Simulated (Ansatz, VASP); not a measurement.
# Ge: VASP beside Ansatz

```
Ge
1.0
     0.00000    2.68733    2.82877
     2.68733    0.00000    2.82877
     2.68733    2.68733    0.00000
Ge
2
Direct
  0.50000 0.50000 0.50000
  0.75000 0.75000 0.75000
```

Change from the starting cell: strain -0.050 along x and y, +0.000 along z, atoms carried along.

Alike in both runs: task single point; functional PBEsol; k mesh 14 × 14 × 14; occupations gaussian, width 0.15 eV; no spin polarisation.

|  | VASP | Ansatz |
| --- | --- | --- |
| version | VASP 6.6.1 | Ansatz 0.2.0 |
| potentials or method | VASP PAW PBE potentials, release 64 (Ge_d), cutoff 520 eV | scalar-relativistic, plane waves, PAW |
| valence electrons in the cell | 28 | 28 |

Ansatz gave:

- gap on the k mesh at the Fermi level (eV): none
- pressure (GPa): 9.8
- traceless stress, the component that is largest in VASP (GPa): -2.82

Question: What did VASP give for the same quantities?

Answer: gap on the k mesh at the Fermi level (eV): none; pressure (GPa): 9.7; traceless stress, the component that is largest in VASP (GPa): -2.84.

VASP's potentials were made for PBE, not for PBEsol. A gap of «none» marks a metal or a gap that the smearing closes. With one functional, cell and mesh, what is left measures potentials, basis and numerics.
